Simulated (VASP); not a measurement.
Write the native input for VASP 6.6.1 that does the following.

- Task: single point
- Functional: r2SCAN
- Dispersion: D4
- Potentials or basis: VASP PAW PBE potentials, release 64 (Pd)
- Cutoff: 520 eV
- k mesh: 12 × 12 × 12
- Occupations: fermi-dirac, width 0.05 eV
- Spin: no spin polarisation
- Dipole correction: no
- Further INCAR settings: ALGO = Normal; EDIFF = 1e-06; NBANDS = 11

Pd:

```xyz
1
Lattice="0.0000 1.9721 1.9721 1.9721 0.0000 1.9721 1.9721 1.9721 0.0000" Properties=species:S:1:pos:R:3 pbc="T T T"
Pd    0.0000    0.0000    0.0000
```

One way to write it, as run:

POSCAR

```
Pd
1.0
    0.0000000000      1.9721147795      1.9721147795
    1.9721147795      0.0000000000      1.9721147795
    1.9721147795      1.9721147795      0.0000000000
Pd
1
Direct
    0.0000000000      0.0000000000      0.0000000000
```

INCAR.step1

```
SYSTEM = Pd
  PREC = Accurate
  ENCUT = 520
  ISMEAR = -1
  SIGMA = 0.05
  LREAL = .False.
  LASPH = .True.
  NELM = 80
  NBANDS = 11
  GGA = PE
  ALGO = Normal
  EDIFF = 1E-4
  LWAVE = .True.
  LCHARG = .False.
```

INCAR.step2

```
SYSTEM = Pd
  PREC = Accurate
  ENCUT = 520
  EDIFF = 1E-6
  ISMEAR = -1
  SIGMA = 0.05
  LREAL = .False.
  LASPH = .True.
  NELM = 80
  ALGO = Normal
  ISIF = 2
  LWAVE = .False.
  LCHARG = .False.
  METAGGA = R2SCAN
  LMIXTAU = .True.
  IVDW = 13
  VDW_S6 = 1.0
  VDW_S8 = 0.6018749
  VDW_A1 = 0.51559235
  VDW_A2 = 5.77342911
  NBANDS = 11
  ISTART = 1
```

KPOINTS

```
regular mesh
0
Gamma
  12 12 12
  0 0 0
```

Potentials or basis: VASP PAW PBE potentials, release 64 (Pd).

Run with:

```console
$ cat potpaw_PBE.64/Pd/POTCAR > POTCAR
$ cp INCAR.step1 INCAR
$ mpirun -np 1 vasp_std > vasp.out
$ cp INCAR.step2 INCAR
$ mpirun -np 1 vasp_std > vasp.out
```

It gave:

```json
{
 "Pressure": "-5.9 GPa",
 "Band gap on the k mesh": "zero (band 5 reaches 9.24 eV, above the bottom of band 6 at 7.67 eV)",
 "Dispersion energy per atom": "-0.163 eV"
}
```

Caveat: the PAW data sets were made with another functional, which shifts forces and pressure a little; pairwise dispersion overbinds metals, which lowers pressure and volume.

Run time: 50 s on 1 thread of AMD EPYC 9R45 (Zen 5) (shared host), peak memory 0.11 GiB.
